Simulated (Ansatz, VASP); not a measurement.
# Two plane-wave programs on CdF2

```
CELL_PARAMETERS angstrom
0.00000 2.68258 2.68258
2.68258 0.00000 2.68258
2.68258 2.68258 0.00000
ATOMIC_POSITIONS crystal
Cd 0.00000 0.00000 0.00000
F 0.25000 0.25000 0.25000
F 0.75000 0.75000 0.75000
```

Alike in both runs: task single point; functional PBE-based global hybrid; k mesh 4 × 4 × 4; no spin polarisation.

|  | VASP | Ansatz |
| --- | --- | --- |
| version | VASP 6.6.1 | Ansatz 0.2.0 |
| potentials or method | VASP PAW PBE potentials, release 64 (Cd, F) | plane waves |
| plane-wave cutoff (eV) | 520 | 420 |
| occupations | gaussian, width 0.01 eV | fixed |
| valence electrons in the cell | 26 | 34 |

```tsv
	VASP	Ansatz	Ansatz less VASP
gap on the k mesh at the Fermi level (eV)	4.24	4.27	+0.029
pressure (GPa)	6.2	5.3	-0.82
```

VASP's potentials were made for PBE, not for PBE-based global hybrid. VASP's potentials hold 26 valence electrons a cell and Ansatz's 34, so a difference there can come from the potentials and not from the codes. Ansatz's warnings: stress exchange threshold loose, stress scf threshold loose.

The k mesh is coarse, so the values compare programs but aren't converged.
